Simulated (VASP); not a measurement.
# SiC (P6_3mc) in VASP: notebook, part 2 of 2

VASP 6.6.1. The steps go on from the part before.

### Step 4. Relaxation of cell and atoms, BLYP+D3(BJ)

This run uses another cell than the first one, of 10.49 Å³/atom.

Input file INCAR:

```
SYSTEM = SiC
PREC = Accurate
ENCUT = 600
EDIFF = 1E-6
ISMEAR = -1
SIGMA = 0.05
LREAL = .False.
LASPH = .True.
NELM = 60
ALGO = Normal
ISIF = 3
LWAVE = .False.
LCHARG = .False.
GGA = B5
ALDAX = 1.0
AGGAX = 1.0
AGGAC = 1.0
ALDAC = 0.0
IVDW = 12
IBRION = 2
NSW = 60
EDIFFG = -0.01
VDW_S6 = 1.0
VDW_S8 = 2.6996
VDW_A1 = 0.4298
VDW_A2 = 4.2359
```

Input file KPOINTS:

```
Automatic mesh
0
Gamma
  10 10 2
  0 0 0
```

Input file POSCAR:

```
SiC
1.0
    3.0950000000      0.0000000000      0.0000000000
   -1.5475000000      2.6803486247      0.0000000000
    0.0000000000      0.0000000000     15.1700000000
Si C
6 6
Direct
    0.6666666667      0.3333333333      0.4583000000
    0.3333333333      0.6666666667      0.9583000000
    0.6666666667      0.3333333333      0.7917000000
    0.3333333333      0.6666666667      0.2917000000
    0.0000000000      0.0000000000      0.6250000000
    0.0000000000      0.0000000000      0.1250000000
    0.6666666667      0.3333333333      0.3333000000
    0.3333333333      0.6666666667      0.8333000000
    0.6666666667      0.3333333333      0.6667000000
    0.3333333333      0.6666666667      0.1667000000
    0.0000000000      0.0000000000      0.5000000000
    0.0000000000      0.0000000000      0.0000000000
```

Potentials or basis: VASP PAW PBE potentials, release 64 (Si, C).

Command:

```sh
> cat potpaw_PBE.64/Si/POTCAR potpaw_PBE.64/C/POTCAR > POTCAR
> mpirun -np 1 vasp_std > vasp.out
```

OUTCAR:

```text
SYSTEM = SiC
   PREC = Accurate
   ENCUT = 600
   EDIFF = 1E-6
   ISMEAR = -1
   LREAL = .False.
   LASPH = .True.
   NELM = 60
   ISIF = 3
   GGA = B5
   IVDW = 12
   IBRION = 2
   NSW = 60
   EDIFFG = -0.01
 IVDW          = 12

 ion  position               nearest neighbor table
   1  0.667  0.333  0.458-  11 1.90  11 1.90  11 1.90   7 1.90   4 3.10   4 3.10   4 3.10   5 3.10
                             5 3.10   5 3.10
   2  0.333  0.667  0.958-  12 1.90  12 1.90  12 1.90   8 1.90   3 3.10   3 3.10   3 3.10   6 3.10
                             6 3.10   6 3.10
   3  0.667  0.333  0.792-   8 1.90   8 1.90   8 1.90   9 1.90   2 3.10   2 3.10   2 3.10   5 3.10
                             5 3.10   5 3.10
   4  0.333  0.667  0.292-   7 1.90   7 1.90   7 1.90  10 1.90   1 3.10   1 3.10   1 3.10   6 3.10
                             6 3.10   6 3.10
   5  0.000  0.000  0.625-   9 1.90   9 1.90   9 1.90  11 1.90   3 3.10   1 3.10   3 3.10   1 3.10
                             1 3.10   3 3.10
   6  0.000  0.000  0.125-  10 1.90  10 1.90  10 1.90  12 1.90   4 3.10   2 3.10   2 3.10   4 3.10
                             4 3.10   2 3.10
   7  0.667  0.333  0.333-   4 1.90   4 1.90   4 1.90   1 1.90
   8  0.333  0.667  0.833-   3 1.90   3 1.90   3 1.90   2 1.90
   9  0.667  0.333  0.667-   5 1.90   5 1.90   5 1.90   3 1.90
  10  0.333  0.667  0.167-   6 1.90   6 1.90   6 1.90   4 1.90
  11  0.000  0.000  0.500-   1 1.90   1 1.90   1 1.90   5 1.90
  12  0.000  0.000  0.000-   2 1.90   2 1.90   2 1.90   6 1.90

  LATTYP: Found a hexagonal cell.
 ALAT       =     3.0950000000
 C/A-ratio  =     4.9014539580

  Lattice vectors:

 A1 = (   3.0950000000,   0.0000000000,   0.0000000000)
 A2 = (  -1.5475000000,   2.6803486247,   0.0000000000)
 A3 = (   0.0000000000,   0.0000000000,  15.1700000000)

Analysis of symmetry for initial positions (statically):
=====================================================================
 Subroutine PRICEL returns:
 Original cell was already a primitive cell.

 Routine SETGRP: Setting up the symmetry group for a
 hexagonal supercell.

 Subroutine GETGRP returns: Found 12 space group operations
 (whereof  6 operations were pure point group operations)
 out of a pool of 24 trial point group operations.

The static configuration has the point symmetry C_3v.
 The point group associated with its full space group is C_6v.

Analysis of symmetry for dynamics (positions and initial velocities):
[... 138 lines left out ...]
   ISIF   =      3    stress and relaxation
   ISYM   =      2    0-nonsym 1-usesym 2-fastsym
   POTIM  = 0.5000    time-step for ionic-motion
   TEBEG  =    0.0;   TEEND  =   0.0 temperature during run
   PSTRESS=    0.0 pullay stress
   NELECT =      48.0000    total number of electrons
   NUPDOWN=      -1.0000    fix difference up-down
   EMIN   =  10.00;   EMAX   =-10.00  energy-range for DOS
   EFERMI =   0.00;   METHOD = LEGACY
   ISMEAR =    -1;   SIGMA  =   0.05  broadening in eV -4-tet -1-fermi 0-gaus
   EFERMI_NEDOS =   21; number of points for ismear=-14 and -15
   IALGO  =     38    algorithm
   IMIX   =      4    mixing-type and parameters
     AMIX     =   0.40;   BMIX     =  1.00
     AMIX_MAG =   1.60;   BMIX_MAG =  1.00
  volume/ion in A,a.u.               =      10.49        70.77
  Fermi-wavevector in a.u.,A,eV,Ry     =   1.187252  2.243580 19.178312  1.409566
  Thomas-Fermi vector in A             =   2.323407
   LORBIT       =      0    0 simple, 1 ext, 2 COOP (PROOUT), +10 PAW based schemes
   GGA     = B5    functional components
   LHFCALC =     F    Hartree Fock is set to
   AEXX    =    0.0000 exact exchange contribution
   IVDW    =    12    specifies the selected vdW correction
   LEPSILON=     F    determine dielectric tensor
   LRPA    =     F    only Hartree local field effects (RPA)
 conjugate gradient relaxation of ions
 non-spin polarized calculation
  energy-cutoff  :      600.00
  volume of cell :      125.85
 maximum number of plane-waves:      4226
 NGX is ok and might be reduce to    28
   NGX = 13   NGY = 13   NGZ = 61

--------------------------------------- Ionic step        1  -------------------------------------------

 number of electron      47.9999999 magnetization

 Free energy of the ion-electron system (eV)
  ---------------------------------------------------
  ext. energy  EPLUGINS =         0.00000000
  ---------------------------------------------------
  free energy    TOTEN  =       -81.94870926 eV

  energy without entropy =      -81.94870926  energy(sigma->0) =      -81.94870926

------------------------ aborting loop because EDIFF is reached ----------------------------------------

 Edisp (eV)   -7.63320

 E8    (eV) :    -5.2295
[... 291 lines left out ...]
--------------------------------------- Ionic step        7  -------------------------------------------

 number of electron      47.9999998 magnetization

 Free energy of the ion-electron system (eV)
  ---------------------------------------------------
  ext. energy  EPLUGINS =         0.00000000
  ---------------------------------------------------
  free energy    TOTEN  =       -81.82298975 eV

  energy without entropy =      -81.82298975  energy(sigma->0) =      -81.82298975

 E-fermi :   9.6832     XC(G=0): -10.6831

 val. band max:        8.6553887732   @ k =   0.0000   0.0000   0.0000
 cond. band min:      10.9898072117   @ k =   0.5000  -0.0000   0.0000
 fundamental gap:      2.3344184385
 Fermi energy:         9.6832133735

 k-point     1 :       0.0000    0.0000    0.0000
  band No.  band energies     occupation
      1      -6.7286      2.00000
      2      -6.2081      2.00000
      3      -6.1739      2.00000
      4      -4.6880      2.00000
      5      -4.6575      2.00000
      6      -3.1944      2.00000
[... 805 lines left out ...]
     30      14.1899      0.00000
     31      14.6754      0.00000

 [... further k-points ...]

------------------------ aborting loop because EDIFF is reached ----------------------------------------

 Edisp (eV)   -7.79891

 E8    (eV) :    -5.3423
[... 35 lines left out ...]
  FREE ENERGIE OF THE ION-ELECTRON SYSTEM (eV)
  ---------------------------------------------------
  free  energy   TOTEN  =       -89.6219004049 eV

  energy  without entropy=      -89.6219004049  energy(sigma->0) =      -89.62190040

 reached required accuracy - stopping structural energy minimisation
```

OSZICAR:

```text
N       E                     dE             d eps       ncg     rms          rms(c)
DAV:   1     0.171675308956E+03    0.17168E+03   -0.24314E+04  1736   0.157E+03
DAV:   2    -0.809361709032E+02   -0.25261E+03   -0.24129E+03  2347   0.244E+02
DAV:   3    -0.944979291552E+02   -0.13562E+02   -0.13480E+02  2128   0.580E+01
[... 49 lines left out ...]
       N       E                     dE             d eps       ncg     rms          rms(c)
DAV:   1    -0.818230167117E+02   -0.60276E-02   -0.54112E-03  1897   0.433E-01    0.373E-02
DAV:   2    -0.818229994543E+02    0.17257E-04   -0.12682E-04  2114   0.615E-02    0.204E-02
DAV:   3    -0.818229904627E+02    0.89916E-05   -0.25066E-05  2153   0.272E-02    0.599E-03
DAV:   4    -0.818229897545E+02    0.70816E-06   -0.45144E-06  1838   0.114E-02
   7 F= -.89621900E+02 E0= -.89621900E+02  d E =-.183400E-04
```

Wall time 17 min (1 thread of Intel Xeon 8259CL, shared host); peak memory 0.37 GiB.

What came out:

| Quantity | Value |
| --- | --- |
| Free energy | -89.6219 eV |
| Relaxed volume | 10.26 Å³/atom |
| Relaxed cell | a = 3.071 Å, b = 3.071 Å, c = 15.077 Å, α = 90.00°, β = 90.00°, γ = 120.00° |
| Space group after relaxing (to 0.1 Å) | P6_3mc (No. 186) |
| Energy gained by relaxing | 3.3 meV/atom |
| Ionic steps | 7 |
| Pressure after relaxing | -0.1 GPa |
| Largest force after relaxing | 0.008 eV/Å |
| Band gap on the k mesh | 2.33 eV (least direct gap 3.43 eV) |
| Dispersion energy per atom | -0.650 eV |

Forces in eV/Å, atoms in the order of the input:
```
Si   0.000  0.000 -0.002
Si   0.000  0.000 -0.002
Si   0.000  0.000 -0.002
Si   0.000  0.000 -0.002
Si   0.000  0.000 -0.003
Si   0.000  0.000 -0.003
C    0.000  0.000  0.001
C    0.000  0.000  0.001
C    0.000  0.000 -0.001
C    0.000  0.000 -0.001
C    0.000  0.000  0.008
C    0.000  0.000  0.008
```

The path:
```tsv
step	energy change (eV)	largest force (eV/Å)	pressure (GPa)	volume (Å³)
1	0.0000	0.1420	-4.50	125.85
2	-0.0013	0.1222	4.75	120.56
3	-0.0399	0.0359	-0.01	123.14
4	-0.0398	0.0375	0.08	123.09
5	-0.0400	0.0171	0.10	123.07
6	-0.0400	0.0169	0.10	123.08
7	-0.0400	0.0078	-0.07	123.17
```

Final structure:
```yaml
crystal:
  lattice:
    - [3.07139, 0.00000, 0.00000]
    - [-1.53570, 2.65990, 0.00000]
    - [0.00000, 0.00000, 15.07677]
  atoms:
    - { symbol: Si, position: [0.66667, 0.33333, 0.45827] }
    - { symbol: Si, position: [0.33333, 0.66667, 0.95827] }
    - { symbol: Si, position: [0.66667, 0.33333, 0.79181] }
    - { symbol: Si, position: [0.33333, 0.66667, 0.29181] }
    - { symbol: Si, position: [0.00000, 0.00000, 0.62506] }
    - { symbol: Si, position: [0.00000, 0.00000, 0.12506] }
    - { symbol: C, position: [0.66667, 0.33333, 0.33331] }
    - { symbol: C, position: [0.33333, 0.66667, 0.83331] }
    - { symbol: C, position: [0.66667, 0.33333, 0.66687] }
    - { symbol: C, position: [0.33333, 0.66667, 0.16687] }
    - { symbol: C, position: [0.00000, 0.00000, 0.49968] }
    - { symbol: C, position: [0.00000, 0.00000, 0.99968] }
```

Caveat: the PAW data sets were made with another functional, which shifts forces and pressure a little. A k mesh can miss the band edges.

### Step 5. Summary

| task | level | cell | cutoff (eV) | smearing | gap on the mesh (eV) | pressure (GPa) | largest force (eV/Å) |
| --- | --- | --- | --- | --- | --- | --- | --- |
| single point | BLYP+D4 | a = 3.075, b = 3.075, c = 15.093 Å, angles 90.0, 90.0, 120.0°, 12 atoms | 520 | fermi-dirac 0.05 eV | 2.33 | 0.6 | - |
| single point | PBE | a = 3.095, b = 3.095, c = 15.170 Å, angles 90.0, 90.0, 120.0°, 12 atoms | 520 | gaussian 0.015 eV | 2.02 | 0.2 | 0.14 |
| relaxation of cell and atoms | BLYP+D3(BJ) | relaxed from a = 3.095, b = 3.095, c = 15.170 Å, angles 90.0, 90.0, 120.0°, 12 atoms | 600 | fermi-dirac 0.05 eV | 2.33 | -0.1 | 0.01 |

Alike in all rows: potentials or basis VASP PAW PBE potentials, release 64 (Si, C); no spin polarisation; k mesh 10 × 10 × 2.

Caveats: the PAW data sets were made with another functional, which shifts forces and pressure a little (at least some runs).

Absolute energies hang on the potentials; compare differences alone.
